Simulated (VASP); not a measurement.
# KI (Fm-3m) in VASP: further runs

Runs on KI. Level: PBEsol. Tasks: single point.

All numbers are computed with VASP 6.6.1; they aren't measurements. Logs are shortened: lines on timing, memory, paths and dates and some standing lists are left out, and cuts for length are marked.

## Step 1: The cell of the first run

Symmetry: Fm-3m, No. 225, cubic system. Conventional cell: a = 6.556 Å, b = 6.556 Å, c = 6.556 Å, α = 90.00°, β = 90.00°, γ = 90.00°. K (site symmetry m-3m) has 6 I at 3.28 Å within 4.3 Å. Within 4.3 Å of I (site symmetry m-3m) lie 6 K at 3.28 Å.

## Step 2: Single point, PBEsol

Contents of INCAR:

```
PREC = Accurate ; ENCUT = 520
EDIFF = 1E-6 ; ISMEAR = 0
SIGMA = 0.01 ; LREAL = False
LASPH = True ; NELM = 60
ALGO = Normal ; ISIF = 2
LWAVE = False ; LCHARG = True
GGA = PS ; LELF = True
LVHAR = True ; NBANDS = 15
```

Contents of KPOINTS:

```
regular mesh
0
Gamma
  6 6 6
```

Contents of POSCAR:

```
KI
1.0
    3.2780255403      3.2780255403      0.0000000000
   -3.2780255403      3.2780255403      0.0000000000
    0.0000000000      3.2780255403      3.2780255403
K I
1 1
Direct
    0.0000000000      0.0000000000      0.0000000000
    0.5000000000      0.5000000000      0.0000000000
```

Potentials or basis: VASP PAW PBE potentials, release 64 (K_sv, I).

Command:

```sh
$ cat potpaw_PBE.64/K_sv/POTCAR potpaw_PBE.64/I/POTCAR > POTCAR
$ mpirun -np 1 vasp_std > vasp.out
```

OUTCAR:

```text
PREC = Accurate
   ENCUT = 520
   EDIFF = 1E-6
   ISMEAR = 0
   LREAL = False
   LASPH = True
   NELM = 60
   ISIF = 2
   GGA = PS

 ion  position               nearest neighbor table
   1  0.000  0.000  0.000-   2 3.28   2 3.28   2 3.28   2 3.28   2 3.28   2 3.28
   2  0.500  0.500  0.000-   1 3.28   1 3.28   1 3.28   1 3.28   1 3.28   1 3.28

  LATTYP: Found a face centered cubic cell.
 ALAT       =     6.5560510806

  Lattice vectors:

 A1 = (   0.0000000000,   3.2780255403,   3.2780255403)
 A2 = (   3.2780255403,   0.0000000000,   3.2780255403)
 A3 = (   3.2780255403,   3.2780255403,   0.0000000000)

Analysis of symmetry for initial positions (statically):
=====================================================================
 Subroutine PRICEL returns:
 Original cell was already a primitive cell.

 Routine SETGRP: Setting up the symmetry group for a
 face centered cubic supercell.

 Subroutine GETGRP returns: Found 48 space group operations
 (whereof 48 operations were pure point group operations)
 out of a pool of 48 trial point group operations.

The static configuration has the point symmetry O_h .

Analysis of symmetry for dynamics (positions and initial velocities):
=====================================================================
 Subroutine PRICEL returns:
 Original cell was already a primitive cell.

 Routine SETGRP: Setting up the symmetry group for a
 face centered cubic supercell.

 Subroutine GETGRP returns: Found 48 space group operations
 (whereof 48 operations were pure point group operations)
 out of a pool of 48 trial point group operations.

The dynamic configuration has the point symmetry O_h .

 Subroutine INISYM returns: Found 48 space group operations
 (whereof 48 operations are pure point group operations),
 and found     1 'primitive' translations

----------------------------------------------------------------------------------------

                                     Primitive cell

  volume of cell :      70.4477

  direct lattice vectors                    reciprocal lattice vectors
     3.278025540  3.278025540  0.000000000     0.152530843  0.152530843 -0.152530843
    -3.278025540  3.278025540  0.000000000    -0.152530843  0.152530843 -0.152530843
     0.000000000  3.278025540  3.278025540     0.000000000  0.000000000  0.305061687

  length of vectors
     4.635828177  4.635828177  4.635828177     0.264191170  0.264191170  0.305061687

  position of ions in fractional coordinates (direct lattice)
     0.000000000  0.000000000  0.000000000
     0.500000000  0.500000000  0.000000000

  ion indices of the primitive-cell ions
   primitive index   ion index
                 1           1
                 2           2

----------------------------------------------------------------------------------------

 KPOINTS: regular mesh

Automatic generation of k-mesh.
 Grid dimensions read from file:
 generate k-points for:    6    6    6

 Generating k-lattice:

  Cartesian coordinates                     Fractional coordinates (reciprocal lattice)
     0.025421807  0.025421807 -0.025421807     0.166666667  0.000000000  0.000000000
    -0.025421807  0.025421807 -0.025421807     0.000000000  0.166666667  0.000000000
     0.000000000  0.000000000  0.050843614     0.000000000  0.000000000  0.166666667

  Length of vectors
     0.044031862  0.044031862  0.050843614

  Shift w.r.t. Gamma in fractional coordinates (k-lattice)
     0.000000000  0.000000000  0.000000000

 Subroutine IBZKPT returns following result:
 ===========================================

 Found     16 irreducible k-points:

 Following reciprocal coordinates:
            Coordinates               Weight
  0.000000  0.000000  0.000000      1.000000
  0.166667  0.000000  0.000000      8.000000
  0.333333  0.000000  0.000000      8.000000
  0.500000  0.000000  0.000000      4.000000
  0.166667  0.166667  0.000000     12.000000
  0.333333  0.166667  0.000000     24.000000
[... 8 lines left out ...]
  0.500000  0.333333  0.166667     24.000000
  0.500000  0.500000  0.166667     12.000000
   k-points           NKPTS =     16   k-points in BZ     NKDIM =     16   number of bands    NBANDS=     15
   number of dos      NEDOS =    301   number of ions     NIONS =      2
   total plane-waves  NPLWV =  46656
   dimension x,y,z NGX =    36 NGY =   36 NGZ =   36
   dimension x,y,z NGXF=    72 NGYF=   72 NGZF=   72
   ions per type =               1   1
   NGX,Y,Z   is equivalent  to a cutoff of  12.91, 12.91, 12.91 a.u.
   NGXF,Y,Z  is equivalent  to a cutoff of  25.82, 25.82, 25.82 a.u.
 SYSTEM =  unknown system
   PREC   = accura    normal or accurate (medium, high low for compatibility)
   ISTART =      0    job   : 0-new  1-cont  2-samecut
   ICHARG =      2    charge: 1-file 2-atom 10-const
   ISPIN  =      1    spin polarized calculation?
   LNONCOLLINEAR =      F non collinear calculations
   LSORBIT =      F    spin-orbit coupling
   LASPH  =      T    aspherical Exc in radial PAW
   ENCUT  =  520.0 eV  38.22 Ry    6.18 a.u.   8.62  8.62  8.62*2*pi/ulx,y,z
   NELM   =     60;   NELMIN=  2; NELMDL= -5     # of ELM steps
   EDIFF  = 0.1E-05   stopping-criterion for ELM
   LREAL  =      F    real-space projection
   EDIFFG = 0.1E-04   stopping-criterion for IOM
   NSW    =      0    number of steps for IOM
   IBRION =     -1    ionic relax: 0-MD 1-quasi-New 2-CG
   NFREE  =      0    steps in history (QN), initial steepest desc. (CG)
   ISIF   =      2    stress and relaxation
   ISYM   =      2    0-nonsym 1-usesym 2-fastsym
   POTIM  = 0.5000    time-step for ionic-motion
   TEBEG  =    0.0;   TEEND  =   0.0 temperature during run
   PSTRESS=    0.0 pullay stress
   NELECT =      16.0000    total number of electrons
   NUPDOWN=      -1.0000    fix difference up-down
   EMIN   =  10.00;   EMAX   =-10.00  energy-range for DOS
   EFERMI =   0.00;   METHOD = LEGACY
   ISMEAR =     0;   SIGMA  =   0.01  broadening in eV -4-tet -1-fermi 0-gaus
   EFERMI_NEDOS =   21; number of points for ismear=-14 and -15
   IALGO  =     38    algorithm
   IMIX   =      4    mixing-type and parameters
     AMIX     =   0.40;   BMIX     =  1.00
     AMIX_MAG =   1.60;   BMIX_MAG =  1.00
  volume/ion in A,a.u.               =      35.22       237.70
  Fermi-wavevector in a.u.,A,eV,Ry     =   0.998832  1.887519 13.574064  0.997666
  Thomas-Fermi vector in A             =   2.131082
   LORBIT       =      0    0 simple, 1 ext, 2 COOP (PROOUT), +10 PAW based schemes
   GGA     = PS    functional components
   LHFCALC =     F    Hartree Fock is set to
   AEXX    =    0.0000 exact exchange contribution
   IVDW    =     0    specifies the selected vdW correction
   LEPSILON=     F    determine dielectric tensor
   LRPA    =     F    only Hartree local field effects (RPA)
 non-spin polarized calculation
 Gauss-broadening in eV      SIGMA  =   0.01
  energy-cutoff  :      520.00
  volume of cell :       70.45
 maximum number of plane-waves:      1917
 NGX is ok and might be reduce to    36
   NGX = 17   NGY = 17   NGZ = 17

 number of electron      16.0000001 magnetization

 Free energy of the ion-electron system (eV)
  ---------------------------------------------------
  ext. energy  EPLUGINS =         0.00000000
  ---------------------------------------------------
  free energy    TOTEN  =        -5.64952196 eV

  energy without entropy =       -5.64952196  energy(sigma->0) =       -5.64952196

 E-fermi :   0.9185     XC(G=0):  -8.2894

 val. band max:        0.8513635979   @ k =   0.0000   0.0000   0.0000
 cond. band min:       5.1544591626   @ k =   0.5000   0.5000   0.0000
 fundamental gap:      4.3030955647
 Fermi energy:         0.9185207094

 k-point     1 :       0.0000    0.0000    0.0000
  band No.  band energies     occupation
      1     -27.1835      2.00000
      2     -10.7757      2.00000
      3     -10.7757      2.00000
      4     -10.7757      2.00000
      5     -10.1186      2.00000
      6       0.8514      2.00000
      7       0.8514      2.00000
      8       0.8514      2.00000
      9       5.2322      0.00000
     10       7.0547      0.00000
     11       7.0547      0.00000
     12       7.0547      0.00000
     13       7.9712      0.00000
     14       7.9712      0.00000
     15      10.5830      0.00000

 k-point     2 :       0.1667    0.0000    0.0000
  band No.  band energies     occupation
      1     -27.1815      2.00000
      2     -10.9764      2.00000
      3     -10.7766      2.00000
      4     -10.7766      2.00000
      5      -9.8549      2.00000
      6       0.2106      2.00000
      7       0.6844      2.00000
      8       0.6844      2.00000
      9       5.9440      0.00000
     10       7.0962      0.00000
     11       7.4190      0.00000
     12       7.4190      0.00000
     13       8.4428      0.00000
     14       8.4428      0.00000
     15      11.6956      0.00000

 k-point     3 :       0.3333    0.0000    0.0000
  band No.  band energies     occupation
      1     -27.1776      2.00000
      2     -11.2149      2.00000
      3     -10.7782      2.00000
      4     -10.7782      2.00000
      5      -9.4819      2.00000
      6      -0.7328      2.00000
      7       0.3887      2.00000
      8       0.3887      2.00000
      9       6.2936      0.00000
     10       8.3336      0.00000
     11       8.3336      0.00000
     12       8.4027      0.00000
     13       9.6085      0.00000
     14       9.6085      0.00000
     15      11.4316      0.00000
[... 199 lines left out ...]
 k-point    15 :       0.5000    0.3333    0.1667
  band No.  band energies     occupation
      1     -27.1738      2.00000
      2     -11.1009      2.00000
      3     -10.8435      2.00000
      4     -10.8174      2.00000
      5      -9.5306      2.00000
      6      -0.5859      2.00000
      7      -0.1008      2.00000
      8       0.1443      2.00000
      9       7.0999      0.00000
     10       7.3846      0.00000
     11       8.4619      0.00000
     12       9.6172      0.00000
     13      10.1976      0.00000
     14      10.4332      0.00000
     15      11.4801      0.00000

 k-point    16 :       0.5000    0.5000    0.1667
  band No.  band energies     occupation
      1     -27.1732      2.00000
      2     -10.9541      2.00000
      3     -10.8841      2.00000
      4     -10.8453      2.00000
      5      -9.6644      2.00000
      6      -0.3932      2.00000
      7       0.0070      2.00000
      8       0.0330      2.00000
      9       6.1508      0.00000
     10       7.7282      0.00000
     11       8.4672      0.00000
     12       9.7304      0.00000
     13       9.9042      0.00000
     14      10.9407      0.00000
     15      11.7391      0.00000

------------------------ aborting loop because EDIFF is reached ----------------------------------------

  FORCE on cell =-STRESS in cart. coord.  units (eV):
  Direction    XX          YY          ZZ          XY          YZ          ZX
  --------------------------------------------------------------------------------------
  -------------------------------------------------------------------------------------
  Total        1.7926500      1.7926500      1.7926500     -0.0000000      0.0000000     -0.0000000
  in kB       40.7698474     40.7698474     40.7698474     -0.0000000      0.0000000     -0.0000000
  external PRESSURE =      40.7698474 kB  Pullay stress =       0.0000000 kB

 VOLUME and BASIS-vectors are now :
 -----------------------------------------------------------------------------
  energy-cutoff  :      520.00
  volume of cell :       70.45
      direct lattice vectors                 reciprocal lattice vectors
     3.278025540  3.278025540  0.000000000     0.152530843  0.152530843 -0.152530843
    -3.278025540  3.278025540  0.000000000    -0.152530843  0.152530843 -0.152530843
     0.000000000  3.278025540  3.278025540     0.000000000  0.000000000  0.305061687

 POSITION                                       TOTAL-FORCE (eV/Angst)
 -----------------------------------------------------------------------------------
      0.00000      0.00000      0.00000         0.000000      0.000000      0.000000
      0.00000      3.27803      0.00000        -0.000000      0.000000      0.000000
 -----------------------------------------------------------------------------------
    total drift:                               -0.000000      0.000000     -0.000000

  FREE ENERGIE OF THE ION-ELECTRON SYSTEM (eV)
  ---------------------------------------------------
  free  energy   TOTEN  =        -5.6495219642 eV

  energy  without entropy=       -5.6495219642  energy(sigma->0) =       -5.64952196
```

It took 18 s on 1 thread of Intel Xeon 6975P-C, shared host; peak memory 0.21 GiB.

Results:

```
Free energy            : -5.6495 eV
Pressure               : 4.1 GPa
Band gap on the k mesh : 4.30 eV, indirect (least direct gap 4.38 eV)
```

Caveat: the PAW data sets were made with another functional, which shifts forces and pressure a little; spin-orbit coupling is left out, which moves the levels of the heavy elements.

## Step 3: Single point, PBEsol

This run uses another cell than the first one, of 38.14 Å³/atom, 1.083 times its volume.

Contents of INCAR:

```
SYSTEM = KI
ALGO = Normal
EDIFF = 1E-6
ENCUT = 520
GGA = PS
ISIF = 2
ISMEAR = 0
LASPH = .True.
LCHARG = .False.
LREAL = .False.
LWAVE = .False.
NBANDS = 15
NELM = 60
PREC = Accurate
SIGMA = 0.01
```

Contents of KPOINTS:

```
k-points
0
Gamma
  6 6 6
  0 0 0
```

Contents of POSCAR:

```
KI
1.0
    3.3660571428      3.3660571428      0.0000000000
   -3.3660571428      3.3660571428      0.0000000000
    0.0000000000      3.3660571428      3.3660571428
K I
1 1
Direct
    0.0000000000      0.0000000000      0.0000000000
    0.5000000000      0.5000000000      0.0000000000
```

Potentials or basis: VASP PAW PBE potentials, release 64 (K_sv, I).

Command:

```sh
$ cat potpaw_PBE.64/K_sv/POTCAR potpaw_PBE.64/I/POTCAR > POTCAR
$ mpirun -np 1 vasp_std > vasp.out
```

It took 17 s on 1 thread of Intel Xeon 6975P-C, shared host; peak memory 0.21 GiB.

It converged, with:

```yaml
Free_energy: -5.7590 eV
Pressure: 2.0 GPa
Band_gap_on_the_k_mesh: 4.16 eV, direct
```

Levels at points of the mesh, in eV from the valence-band top:
```tsv
k point	band 5	band 6	band 7	band 8	band 9	band 10	band 11	band 12
(0.00, 0.00, 0.00)	-10.79	0.00	0.00	0.00	4.16	6.31	6.31	6.31
(0.50, 0.00, 0.00)	-10.22	-1.73	-0.49	-0.49	5.50	7.96	8.35	8.35
(0.50, 0.50, 0.00)	-10.58	-1.26	-0.46	-0.46	4.52	5.99	8.18	9.13
```

Caveat: the PAW data sets were made with another functional, which shifts forces and pressure a little; spin-orbit coupling is left out, which moves the levels of the heavy elements.

## Step 4: Single point, PBEsol

This run uses another cell than the first one, of 42.97 Å³/atom, 1.220 times its volume.

Contents of INCAR:

```
SYSTEM = KI
PREC = Accurate ; ENCUT = 520
EDIFF = 1E-7 ; ISMEAR = -1
SIGMA = 0.1 ; LREAL = .FALSE.
LASPH = .TRUE. ; NELM = 60
ALGO = Normal ; ISIF = 2
LWAVE = .FALSE. ; LCHARG = .FALSE.
GGA = PS ; NBANDS = 15
```

Contents of KPOINTS:

```
regular mesh
0
G
  10 10 10
  0 0 0
```

Contents of POSCAR:

```
KI
1.0
    3.5024841933      3.5024841933      0.0000000000
   -3.5024841933      3.5024841933      0.0000000000
    0.0000000000      3.5024841933      3.5024841933
K I
1 1
Direct
    0.0000000000      0.0000000000      0.0000000000
    0.5000000000      0.5000000000      0.0000000000
```

Command:

```sh
$ cat potpaw_PBE.64/K_sv/POTCAR potpaw_PBE.64/I/POTCAR > POTCAR
$ mpirun -np 1 vasp_std > vasp.out
```

It took 76 s on 1 thread of Intel Xeon 6975P-C, shared host; peak memory 0.26 GiB.

Results (log left out):

* Free energy: -5.8160 eV
* Pressure: 0.0 GPa
* Band gap on the k mesh: 3.87 eV, direct

Levels at points of the mesh, in eV from the valence-band top:
```tsv
k point	band 6	band 7	band 8	band 9	band 10	band 11
(0.00, 0.00, 0.00)	0.00	0.00	0.00	3.87	6.41	6.41
(0.50, 0.00, 0.00)	-1.41	-0.37	-0.37	5.41	7.68	8.12
(0.50, 0.50, 0.00)	-1.06	-0.39	-0.39	4.78	5.73	8.10
```

Caveat: the PAW data sets were made with another functional, which shifts forces and pressure a little; spin-orbit coupling is left out, which moves the levels of the heavy elements.

## Step 5: Overview

| cell | k mesh | smearing | gap on the mesh (eV) | pressure (GPa) |
| --- | --- | --- | --- | --- |
| a = 4.636 Å, angles 60.0, 60.0, 90.0°, 2 atoms | 6 × 6 × 6 | gaussian 0.01 eV | 4.30 | 4.1 |
| a = 4.760 Å, angles 60.0, 60.0, 90.0°, 2 atoms | 6 × 6 × 6 | gaussian 0.01 eV | 4.16 | 2.0 |
| a = 4.953 Å, angles 60.0, 60.0, 90.0°, 2 atoms | 10 × 10 × 10 | fermi-dirac 0.1 eV | 3.87 | 0.0 |

Alike in all rows: task single point; level PBEsol; potentials or basis VASP PAW PBE potentials, release 64 (K_sv, I); no spin polarisation; cutoff (eV) 520.

Caveats: the PAW data sets were made with another functional, which shifts forces and pressure a little; spin-orbit coupling is left out, which moves the levels of the heavy elements.

Absolute energies hang on the potentials; compare differences alone.
